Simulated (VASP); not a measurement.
# BeS (F-43m) in VASP: further runs

BeS is run at these levels: PBEsol; tasks: single point, relaxation of cell and atoms.

All numbers are computed with VASP 6.6.1; they aren't measurements. Logs are shortened: lines on timing, memory, paths and dates and some standing lists are left out, and cuts for length are marked.

### 1 The cell of the first run

The structure is cubic, space group F-43m (No. 216). Conventional cell: a = 4.828 Å, b = 4.828 Å, c = 4.828 Å, α = 90.00°, β = 90.00°, γ = 90.00°. Be (site symmetry -43m) has 4 S at 2.09 Å within 2.8 Å. Within 2.8 Å of S (site symmetry -43m) lie 4 Be at 2.09 Å.

### 2 Single point, PBEsol

INCAR reads:

```
SYSTEM = BeS
  PREC = Accurate
  ENCUT = 600
  EDIFF = 1E-6
  ISMEAR = 0
  SIGMA = 0.02
  LREAL = .FALSE.
  LASPH = .TRUE.
  NELM = 120
  ALGO = Normal
  ISIF = 2
  LWAVE = .FALSE.
  LCHARG = .FALSE.
  GGA = PS
  NBANDS = 11
  GGA_COMPAT = .FALSE.
```

KPOINTS reads:

```
regular mesh
0
G
  8 8 8
  0 0 0
```

POSCAR reads:

```
BeS
1.0
    0.0000000000      2.4140345505      2.4140345505
    2.4140345505      0.0000000000      2.4140345505
    2.4140345505      2.4140345505      0.0000000000
Be S
1 1
Direct
    0.0000000000      0.0000000000      0.0000000000
    0.2500000000      0.2500000000      0.2500000000
```

Potentials or basis: VASP PAW PBE potentials, release 64 (Be, S).

The run is started by

```bash
> cat potpaw_PBE.64/Be/POTCAR potpaw_PBE.64/S/POTCAR > POTCAR
> mpirun -np 1 vasp_std > vasp.out
```

OUTCAR:

```text
SYSTEM = BeS
   PREC = Accurate
   ENCUT = 600
   EDIFF = 1E-6
   ISMEAR = 0
   LREAL = .FALSE.
   LASPH = .TRUE.
   NELM = 120
   ISIF = 2
   GGA = PS

 ion  position               nearest neighbor table
   1  0.000  0.000  0.000-   2 2.09   2 2.09   2 2.09   2 2.09
   2  0.250  0.250  0.250-   1 2.09   1 2.09   1 2.09   1 2.09

  LATTYP: Found a face centered cubic cell.
 ALAT       =     4.8280691010

  Lattice vectors:

 A1 = (   0.0000000000,   2.4140345505,   2.4140345505)
 A2 = (   2.4140345505,   0.0000000000,   2.4140345505)
 A3 = (   2.4140345505,   2.4140345505,   0.0000000000)

Analysis of symmetry for initial positions (statically):
=====================================================================
 Subroutine PRICEL returns:
 Original cell was already a primitive cell.

 Routine SETGRP: Setting up the symmetry group for a
 face centered cubic supercell.

 Subroutine GETGRP returns: Found 24 space group operations
 (whereof 24 operations were pure point group operations)
 out of a pool of 48 trial point group operations.

The static configuration has the point symmetry T_d .

Analysis of symmetry for dynamics (positions and initial velocities):
=====================================================================
 Subroutine PRICEL returns:
 Original cell was already a primitive cell.

 Routine SETGRP: Setting up the symmetry group for a
 face centered cubic supercell.

 Subroutine GETGRP returns: Found 24 space group operations
 (whereof 24 operations were pure point group operations)
 out of a pool of 48 trial point group operations.

The dynamic configuration has the point symmetry T_d .

 Subroutine INISYM returns: Found 24 space group operations
 (whereof 24 operations are pure point group operations),
 and found     1 'primitive' translations

----------------------------------------------------------------------------------------

                                     Primitive cell

  volume of cell :      28.1359

  direct lattice vectors                    reciprocal lattice vectors
     0.000000000  2.414034550  2.414034550    -0.207122139  0.207122139  0.207122139
     2.414034550  0.000000000  2.414034550     0.207122139 -0.207122139  0.207122139
     2.414034550  2.414034550  0.000000000     0.207122139  0.207122139 -0.207122139

  length of vectors
     3.413960401  3.413960401  3.413960401     0.358746068  0.358746068  0.358746068

  position of ions in fractional coordinates (direct lattice)
     0.000000000  0.000000000  0.000000000
     0.250000000  0.250000000  0.250000000

  ion indices of the primitive-cell ions
[... 79 lines left out ...]
   IBRION =     -1    ionic relax: 0-MD 1-quasi-New 2-CG
   NFREE  =      0    steps in history (QN), initial steepest desc. (CG)
   ISIF   =      2    stress and relaxation
   ISYM   =      2    0-nonsym 1-usesym 2-fastsym
   POTIM  = 0.5000    time-step for ionic-motion
   TEBEG  =    0.0;   TEEND  =   0.0 temperature during run
   PSTRESS=    0.0 pullay stress
   NELECT =       8.0000    total number of electrons
   NUPDOWN=      -1.0000    fix difference up-down
   EMIN   =  10.00;   EMAX   =-10.00  energy-range for DOS
   EFERMI =   0.00;   METHOD = LEGACY
   ISMEAR =     0;   SIGMA  =   0.02  broadening in eV -4-tet -1-fermi 0-gaus
   EFERMI_NEDOS =   21; number of points for ismear=-14 and -15
   IALGO  =     38    algorithm
   IMIX   =      4    mixing-type and parameters
     AMIX     =   0.40;   BMIX     =  1.00
     AMIX_MAG =   1.60;   BMIX_MAG =  1.00
  volume/ion in A,a.u.               =      14.07        94.94
  Fermi-wavevector in a.u.,A,eV,Ry     =   1.076510  2.034309 15.767431  1.158873
  Thomas-Fermi vector in A             =   2.212396
   LORBIT       =      0    0 simple, 1 ext, 2 COOP (PROOUT), +10 PAW based schemes
   GGA     = PS    functional components
   LHFCALC =     F    Hartree Fock is set to
   AEXX    =    0.0000 exact exchange contribution
   IVDW    =     0    specifies the selected vdW correction
   LEPSILON=     F    determine dielectric tensor
   LRPA    =     F    only Hartree local field effects (RPA)
 non-spin polarized calculation
 Gauss-broadening in eV      SIGMA  =   0.02
  energy-cutoff  :      600.00
  volume of cell :       28.14
 maximum number of plane-waves:       960
   NGX = 13   NGY = 13   NGZ = 13

 number of electron       8.0000000 magnetization

 Free energy of the ion-electron system (eV)
  ---------------------------------------------------
  ext. energy  EPLUGINS =         0.00000000
  ---------------------------------------------------
  free energy    TOTEN  =       -10.56381015 eV

  energy without entropy =      -10.56381015  energy(sigma->0) =      -10.56381015

 E-fermi :   4.4303     XC(G=0):  -9.9567

 val. band max:        4.2860733021   @ k =   0.0000   0.0000   0.0000
 cond. band min:       7.1832195132   @ k =   0.5000   0.5000   0.0000
 fundamental gap:      2.8971462111
 Fermi energy:         4.4302664296

 k-point     1 :       0.0000    0.0000    0.0000
  band No.  band energies     occupation
      1      -9.5242      2.00000
      2       4.2861      2.00000
      3       4.2861      2.00000
      4       4.2861      2.00000
      5       9.8894      0.00000
      6       9.8894      0.00000
      7       9.8894      0.00000
      8      10.1068      0.00000
      9      17.1078      0.00000
     10      17.1078      0.00000
     11      19.0674      0.00000
[... 309 lines left out ...]
 k-point    24 :      -0.3750    0.2500    0.1250
  band No.  band energies     occupation
      1      -7.5654      2.00000
      2      -1.1189      2.00000
      3       1.4325      2.00000
      4       2.3853      2.00000
      5      10.2483      0.00000
      6      10.8213      0.00000
      7      13.4336      0.00000
      8      14.7697      0.00000
      9      15.6968      0.00000
     10      19.6695      0.00000
     11      20.2536      0.00000

 [... further k-points ...]
[... 5 lines left out ...]
  --------------------------------------------------------------------------------------
  -------------------------------------------------------------------------------------
  Total        0.1402058      0.1402058      0.1402058     -0.0000000      0.0000000      0.0000000
  in kB        7.9839167      7.9839167      7.9839167     -0.0000000      0.0000000      0.0000000
  external PRESSURE =       7.9839167 kB  Pullay stress =       0.0000000 kB

 VOLUME and BASIS-vectors are now :
 -----------------------------------------------------------------------------
  energy-cutoff  :      600.00
  volume of cell :       28.14
      direct lattice vectors                 reciprocal lattice vectors
     0.000000000  2.414034550  2.414034550    -0.207122139  0.207122139  0.207122139
     2.414034550  0.000000000  2.414034550     0.207122139 -0.207122139  0.207122139
     2.414034550  2.414034550  0.000000000     0.207122139  0.207122139 -0.207122139

 POSITION                                       TOTAL-FORCE (eV/Angst)
 -----------------------------------------------------------------------------------
      0.00000      0.00000      0.00000         0.000000      0.000000      0.000000
      1.20702      1.20702      1.20702        -0.000000     -0.000000     -0.000000
 -----------------------------------------------------------------------------------
    total drift:                               -0.000000     -0.000000      0.000000

  FREE ENERGIE OF THE ION-ELECTRON SYSTEM (eV)
  ---------------------------------------------------
  free  energy   TOTEN  =       -10.5638101496 eV

  energy  without entropy=      -10.5638101496  energy(sigma->0) =      -10.56381015
```

OSZICAR:

```text
N       E                     dE             d eps       ncg     rms          rms(c)
DAV:   1     0.231374002038E+02    0.23137E+02   -0.41711E+03   638   0.703E+02
DAV:   2    -0.942192375392E+01   -0.32559E+02   -0.31551E+02   852   0.126E+02
DAV:   3    -0.107501268683E+02   -0.13282E+01   -0.13260E+01   853   0.253E+01
DAV:   4    -0.107567794341E+02   -0.66526E-02   -0.66510E-02   778   0.209E+00
DAV:   5    -0.107568380394E+02   -0.58605E-04   -0.58604E-04   854   0.189E-01    0.544E+00
DAV:   6    -0.106138043662E+02    0.14303E+00   -0.10895E-01   727   0.154E+00    0.359E+00
DAV:   7    -0.105634882591E+02    0.50316E-01   -0.11417E-01   790   0.169E+00    0.790E-01
DAV:   8    -0.105637561920E+02   -0.26793E-03   -0.55904E-03   814   0.408E-01    0.145E-01
DAV:   9    -0.105638005483E+02   -0.44356E-04   -0.32279E-04   790   0.118E-01    0.464E-02
DAV:  10    -0.105638062000E+02   -0.56517E-05   -0.33827E-05   842   0.283E-02    0.118E-02
DAV:  11    -0.105638100195E+02   -0.38195E-05   -0.77063E-06   746   0.161E-02    0.571E-03
DAV:  12    -0.105638101496E+02   -0.13013E-06   -0.16303E-07   439   0.299E-03
   1 F= -.10563810E+02 E0= -.10563810E+02  d E =-.176202E-26
```

stdout:

```text
POSCAR found type information on POSCAR BeS
 POSCAR found :  2 types and       2 ions
 scaLAPACK will be used
 -----------------------------------------------------------------------------
|                                                                             |
|                                                                             |
|     You enforced a specific xc type in the INCAR file but a different       |
|     I HOPE YOU KNOW WHAT YOU ARE DOING!                                     |
|                                                                             |
 -----------------------------------------------------------------------------

 LDA part: xc-table for (Slater+PW92), standard interpolation
 POSCAR, INCAR and KPOINTS ok, starting setup
 FFT: planning ... GRIDC
 FFT: planning ... GRID_SOFT
 FFT: planning ... GRID
 WAVECAR not read
 entering main loop
```

Wall time 9.5 s (1 thread of AMD EPYC 7R43 (Zen 3), shared host); peak memory 0.12 GiB.

What came out:

| Quantity | Value |
| --- | --- |
| Free energy | -10.5638 eV |
| Pressure | 0.8 GPa |
| Band gap on the k mesh | 2.90 eV (least direct gap 5.60 eV) |

Levels at points of the mesh, in eV from the valence-band top:
```tsv
k point	band 1	band 2	band 3	band 4	band 5	band 6	band 7	band 8	band 9
(0.00, 0.00, 0.00)	-13.81	0.00	0.00	0.00	5.60	5.60	5.60	5.82	12.82
(0.50, 0.00, 0.00)	-12.14	-5.95	-1.06	-1.06	5.43	6.48	6.48	11.04	14.99
(0.50, 0.50, 0.00)	-11.58	-5.14	-2.72	-2.72	2.90	4.80	12.86	12.86	15.58
```

Caveat: the PAW data sets were made with another functional, which shifts forces and pressure a little.

(Continued in part 2 of 2.)
